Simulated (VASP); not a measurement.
# Lu (P6/mmm) in VASP: notebook

Lu is run at these levels: PBE; tasks: relaxation of cell and atoms.

Everything below comes from runs of VASP 6.6.1. Logs are shortened: lines on timing, memory, paths and dates and some standing lists are left out, and cuts for length are marked.

## Step 1: The cell of the first run

Symmetry: P6/mmm, No. 191, hexagonal system. The conventional cell has a = 3.071 Å, b = 3.071 Å, c = 2.955 Å, α = 90.00°, β = 90.00°, γ = 120.00°. Within 3.9 Å of Lu (site symmetry 6/mmm) lie 8 Lu at 2.95 to 3.07 Å.

This isn't the form of Lu at room conditions, which is hcp.

## Step 2: Relaxation of cell and atoms, PBE, target pressure 13 GPa, at which the enthalpy is minimised

The input, INCAR:

```
PREC = Accurate
ENCUT = 600
EDIFF = 1E-6
ISMEAR = -1
SIGMA = 0.08
LREAL = False
LASPH = True
NELM = 100
ALGO = Normal
ISIF = 3
LWAVE = False
LCHARG = False
GGA = PE
IBRION = 2
NSW = 32
EDIFFG = -0.005
PSTRESS = 130.0
```

The input, KPOINTS:

```
Automatic mesh
0
Gamma
  14 14 13
```

The input, POSCAR:

```
Lu
1.0
    3.0711546725      0.0000000000      0.0000000000
   -1.5355773362      2.6596979653      0.0000000000
    0.0000000000      0.0000000000      2.9549518985
Lu
1
Direct
    0.0000000000      0.0000000000      0.0000000000
```

Potentials or basis: VASP PAW PBE potentials, release 64 (Lu).

Command:

```sh
> cat potpaw_PBE.64/Lu/POTCAR > POTCAR
> mpirun -np 1 vasp_std > vasp.out
```

OUTCAR:

```text
PREC = Accurate
   ENCUT = 600
   EDIFF = 1E-6
   ISMEAR = -1
   LREAL = False
   LASPH = True
   NELM = 100
   ISIF = 3
   GGA = PE
   IBRION = 2
   NSW = 32
   EDIFFG = -0.005
   PSTRESS = 130.0

 ion  position               nearest neighbor table
   1  0.000  0.000  0.000-

  LATTYP: Found a hexagonal cell.
 ALAT       =     3.0711546725
 C/A-ratio  =     0.9621631645

  Lattice vectors:

 A1 = (   3.0711546725,   0.0000000000,   0.0000000000)
 A2 = (  -1.5355773362,   2.6596979653,   0.0000000000)
 A3 = (   0.0000000000,   0.0000000000,   2.9549518985)

Analysis of symmetry for initial positions (statically):
=====================================================================
 Subroutine PRICEL returns:
 Original cell was already a primitive cell.

 Routine SETGRP: Setting up the symmetry group for a
 hexagonal supercell.

 Subroutine GETGRP returns: Found 24 space group operations
 (whereof 24 operations were pure point group operations)
 out of a pool of 24 trial point group operations.

The static configuration has the point symmetry D_6h.

Analysis of symmetry for dynamics (positions and initial velocities):
=====================================================================
 Subroutine PRICEL returns:
 Original cell was already a primitive cell.

 Routine SETGRP: Setting up the symmetry group for a
 hexagonal supercell.

 Subroutine GETGRP returns: Found 24 space group operations
 (whereof 24 operations were pure point group operations)
 out of a pool of 24 trial point group operations.

The dynamic configuration has the point symmetry D_6h.

 Subroutine INISYM returns: Found 24 space group operations
 (whereof 24 operations are pure point group operations),
 and found     1 'primitive' translations

----------------------------------------------------------------------------------------

                                     Primitive cell

  volume of cell :      24.1371

  direct lattice vectors                    reciprocal lattice vectors
     3.071154673  0.000000000  0.000000000     0.325610432  0.187991271  0.000000000
    -1.535577336  2.659697965  0.000000000     0.000000000  0.375982541  0.000000000
[... 91 lines left out ...]
   POTIM  = 0.5000    time-step for ionic-motion
   TEBEG  =    0.0;   TEEND  =   0.0 temperature during run
   PSTRESS=  130.0 pullay stress
   NELECT =      25.0000    total number of electrons
   NUPDOWN=      -1.0000    fix difference up-down
   EMIN   =  10.00;   EMAX   =-10.00  energy-range for DOS
   EFERMI =   0.00;   METHOD = LEGACY
   ISMEAR =    -1;   SIGMA  =   0.08  broadening in eV -4-tet -1-fermi 0-gaus
   EFERMI_NEDOS =   21; number of points for ismear=-14 and -15
   IALGO  =     38    algorithm
   IMIX   =      4    mixing-type and parameters
     AMIX     =   0.40;   BMIX     =  1.00
     AMIX_MAG =   1.60;   BMIX_MAG =  1.00
  volume/ion in A,a.u.               =      24.14       162.88
  Fermi-wavevector in a.u.,A,eV,Ry     =   1.656380  3.130105 37.328880  2.743595
  Thomas-Fermi vector in A             =   2.744315
   LORBIT       =      0    0 simple, 1 ext, 2 COOP (PROOUT), +10 PAW based schemes
   GGA     = PE    functional components
   LHFCALC =     F    Hartree Fock is set to
   AEXX    =    0.0000 exact exchange contribution
   IVDW    =     0    specifies the selected vdW correction
   LEPSILON=     F    determine dielectric tensor
   LRPA    =     F    only Hartree local field effects (RPA)
 conjugate gradient relaxation of ions
 non-spin polarized calculation
  energy-cutoff  :      600.00
  volume of cell :       24.14
 maximum number of plane-waves:       826
 NGX is ok and might be reduce to    28

--------------------------------------- Ionic step        1  -------------------------------------------

 number of electron      24.9999997 magnetization

 Free energy of the ion-electron system (eV)
  ---------------------------------------------------
  ext. energy  EPLUGINS =         0.00000000
  ---------------------------------------------------
  free energy    TOTEN  =        -3.80810610 eV

  energy without entropy =       -3.76409090  energy(sigma->0) =       -3.78609850

------------------------ aborting loop because EDIFF is reached ----------------------------------------

  FORCE on cell =-STRESS in cart. coord.  units (eV):
  Direction    XX          YY          ZZ          XY          YZ          ZX
  --------------------------------------------------------------------------------------
  -------------------------------------------------------------------------------------
  Total        2.0308204      2.0308204      2.0206101      0.0000000     -0.0000000     -0.0000000
  in kB      134.8024126    134.8024126    134.1246762      0.0000000     -0.0000000     -0.0000000
  external PRESSURE =       4.5765005 kB  Pullay stress =     130.0000000 kB
[... 94 lines left out ...]
  energy  without entropy=       -3.7747566313  energy(sigma->0) =       -3.79685790

  enthalpy is  TOTEN    =        -1.8498077733 eV   P V=        1.9691513983

[... ionic steps 4 to 15 ...]

--------------------------------------- Ionic step       16  -------------------------------------------

 number of electron      24.9999996 magnetization

------------------------ aborting loop because EDIFF is reached ----------------------------------------
[... 69 lines left out ...]
--------------------------------------- Ionic step       18  -------------------------------------------

 number of electron      24.9999996 magnetization

 Free energy of the ion-electron system (eV)
  ---------------------------------------------------
  ext. energy  EPLUGINS =         0.00000000
  ---------------------------------------------------
  free energy    TOTEN  =        -3.81818087 eV

  energy without entropy =       -3.77398226  energy(sigma->0) =       -3.79608157

 E-fermi :   2.8761     XC(G=0): -11.5475

 val. band max:        2.8708603198   @ k =   0.4286   0.0714   0.1538
 cond. band min:       2.8790131204   @ k =   0.3571   0.1429   0.0769
 fundamental gap:      0.0081528006
 Fermi energy:         2.8761122602

 k-point     1 :       0.0000    0.0000    0.0000
  band No.  band energies     occupation
      1     -53.1244      2.00000
      2     -23.3952      2.00000
      3     -23.2571      2.00000
      4     -23.2571      2.00000
      5      -3.4092      2.00000
      6      -2.0278      2.00000
[... 433 lines left out ...]
      3     -23.9587      2.00000
      4     -23.2471      2.00000
      5      -2.0088      2.00000
      6      -1.9939      2.00000
[... 8 lines left out ...]
     15       7.6673      0.00000
     16       8.2586      0.00000

 [... further k-points ...]
[... 5 lines left out ...]
  --------------------------------------------------------------------------------------
  -------------------------------------------------------------------------------------
  Total        1.9669168      1.9669168      1.9642394      0.0000000     -0.0000000      0.0000000
  in kB      129.9037676    129.9037676    129.7269461      0.0000000     -0.0000000      0.0000000
  external PRESSURE =      -0.1551729 kB  Pullay stress =     130.0000000 kB
[... 20 lines left out ...]
  energy  without entropy=       -3.7739822628  energy(sigma->0) =       -3.79608157

  enthalpy is  TOTEN    =        -1.8498070187 eV   P V=        1.9683738513

 reached required accuracy - stopping structural energy minimisation
```

OSZICAR:

```text
N       E                     dE             d eps       ncg     rms          rms(c)
DAV:   1     0.753908713728E+02    0.75391E+02   -0.11401E+04  6616   0.575E+03
[... 146 lines left out ...]
DAV:   1    -0.381930089647E+01    0.77094E-03   -0.11407E-02  9992   0.258E+00    0.268E-01
DAV:   2    -0.381820424645E+01    0.10967E-02   -0.31311E-03  8920   0.904E-01    0.767E-02
DAV:   3    -0.381810645396E+01    0.97792E-04   -0.67000E-04  9248   0.213E-01    0.250E-02
DAV:   4    -0.381813776119E+01   -0.31307E-04   -0.51595E-05  9000   0.795E-02    0.227E-02
DAV:   5    -0.381817991621E+01   -0.42155E-04   -0.95816E-05  9880   0.852E-02    0.470E-03
DAV:   6    -0.381818101836E+01   -0.11021E-05   -0.35353E-06  6336   0.242E-02    0.191E-03
DAV:   7    -0.381818087001E+01    0.14834E-06   -0.26840E-07  2792   0.905E-03
  18 F= -.18498070E+01 E0= -.18277077E+01  d E =-.908413E-05
```

CONTCAR:

```text
Lu
   1.00000000000000
     3.0762640818952436    0.0000000000269515   -0.0000000000000000
    -1.5381320408741976    2.6641228435872093   -0.0000000000000000
     0.0000000000000000    0.0000000000000000    2.9600357477123493
  Lu
     1
Direct
     1.0000000000000000    0.0000000000000000    1.0000000000000000

  0.00000000E+00  0.00000000E+00  0.00000000E+00
```

It took 21 min on 1 thread of Intel Xeon 8259CL, shared host; peak memory 0.24 GiB.

Results:

| Property | Result |
| --- | --- |
| Free energy | -3.8182 eV |
| Relaxed volume | 24.26 Å³/atom |
| Relaxed cell | a = 3.076 Å, b = 3.076 Å, c = 2.960 Å, α = 90.00°, β = 90.00°, γ = 120.00° |
| Space group after relaxing (to 0.1 Å) | P6/mmm (No. 191) |
| Energy change on relaxing (the run minimises the enthalpy) | -10.1 meV/atom |
| Ionic steps | 18 |
| Pressure after relaxing | 13.0 GPa |
| Band gap on the k mesh | zero (an odd number of electrons rules out a gap without spin polarisation) |

Step by step:
```tsv
step	energy change (eV)	largest force (eV/Å)	pressure (GPa)	volume (Å³)
1	0.0000	0.0000	13.46	24.14
2	-0.0197	0.0000	12.62	24.38
3	-0.0109	0.0000	12.94	24.27
4	-0.0096	0.0000	12.96	24.25
5	-0.0070	0.0000	13.13	24.22
6	-0.0090	0.0000	13.10	24.25
7	-0.0094	0.0000	13.10	24.25
8	-0.0103	0.0000	13.11	24.26
9	-0.0131	0.0000	13.24	24.30
10	-0.0185	0.0000	12.82	24.36
11	-0.0157	0.0000	12.77	24.33
12	-0.0142	0.0000	12.76	24.31
13	-0.0136	0.0000	12.85	24.30
14	-0.0134	0.0000	12.78	24.30
15	-0.0132	0.0000	12.87	24.30
16	-0.0129	0.0000	12.87	24.29
17	-0.0120	0.0000	12.91	24.28
18	-0.0101	0.0000	12.98	24.26
```

Final structure:
```
Lu
1.0
     3.07626    0.00000    0.00000
    -1.53813    2.66412    0.00000
     0.00000    0.00000    2.96004
Lu
1
Direct
  0.00000 0.00000 0.00000
```

Levels at points of the mesh, in eV from the Fermi level:
```csv
k point,band 8,band 9,band 10,band 11,band 12,band 13,band 14,band 15,band 16
"(0.00, 0.00, 0.00)",-4.80,-4.79,-4.76,-4.76,-4.65,-0.64,2.60,2.60,8.12
"(0.50, 0.00, 0.00)",-4.78,-4.73,-4.71,-4.70,-2.71,0.08,1.12,3.97,7.22
```

Caveat: the cell is relaxed towards a set pressure, so the run minimises the enthalpy, not the energy; spin-orbit coupling is left out, which moves the levels of the heavy elements.

## Step 3: Relaxation of cell and atoms, PBE, target pressure 13 GPa, at which the enthalpy is minimised

This run uses another cell than the first one: it holds 3 atoms, not 1.

The input, INCAR:

```
SYSTEM = Lu
ALGO = Normal
EDIFF = 1E-7
EDIFFG = -0.005
ENCUT = 600
GGA = PE
IBRION = 2
ISIF = 3
ISMEAR = -1
LASPH = .True.
LCHARG = .False.
LREAL = .False.
LWAVE = .False.
NELM = 60
NSW = 32
PREC = Accurate
PSTRESS = 130.0
SIGMA = 0.08
```

The input, KPOINTS:

```
k-points
0
Gamma
  7 7 10
  0 0 0
```

The input, POSCAR:

```
Lu
1.0
    5.0861974370      0.0000000000      0.0000000000
   -2.5430987184      4.4047761891      0.0000000000
    0.0000000000      0.0000000000      3.1490110476
Lu
3
Direct
    0.0000000000      0.0000000000      0.0000000000
    0.3333333333      0.6666666667      0.5000000000
    0.6666666667      0.3333333333      0.5000000000
```

Potentials or basis: VASP PAW PBE potentials, release 64 (Lu).

Command:

```sh
> cat potpaw_PBE.64/Lu/POTCAR > POTCAR
> mpirun -np 1 vasp_std > vasp.out
```

It took 17 min on 1 thread of Intel Xeon 8259CL, shared host; peak memory 0.33 GiB.

The run converged. Its results:

```
Free energy                                                : -12.7649 eV
Relaxed volume                                             : 23.65 Å³/atom
Relaxed cell                                               : a = 5.096 Å, b = 5.096 Å, c = 3.154 Å, α = 90.00°, β = 90.00°, γ = 120.00°
Space group after relaxing (to 0.1 Å)                      : P6/mmm (No. 191)
Energy change on relaxing (the run minimises the enthalpy) : -10.7 meV/atom
Ionic steps                                                : 3
Pressure after relaxing                                    : 13.0 GPa
Band gap on the k mesh                                     : zero (an odd number of electrons rules out a gap without spin polarisation)
```

The path:
```tsv
step	energy change (eV)	largest force (eV/Å)	pressure (GPa)	volume (Å³)
1	0.0000	0.0000	13.41	70.55
2	-0.0508	0.0000	12.72	71.17
3	-0.0322	0.0000	12.99	70.94
```

Final structure:
```yaml
crystal:
  lattice:
    - [5.09646, 0.00000, 0.00000]
    - [-2.54823, 4.41366, 0.00000]
    - [0.00000, 0.00000, 3.15368]
  atoms:
    - { symbol: Lu, position: [0.00000, 0.00000, 0.00000] }
    - { symbol: Lu, position: [0.33333, 0.66667, 0.50000] }
    - { symbol: Lu, position: [0.66667, 0.33333, 0.50000] }
```

Levels at points of the mesh, in eV from the Fermi level:
```tsv
k point	band 35	band 36	band 37	band 38	band 39	band 40	band 41	band 42
(0.00, 0.00, 0.00)	-1.57	0.15	0.15	0.20	0.20	0.27	2.30	3.33
(0.00, 0.00, 0.50)	-1.66	-1.66	-1.45	-0.98	-0.98	2.26	2.26	3.11
```

Caveat: the cell is relaxed towards a set pressure, so the run minimises the enthalpy, not the energy; spin-orbit coupling is left out, which moves the levels of the heavy elements.

The gap in the log of VASP goes by the Fermi energy; the results here count the filled bands.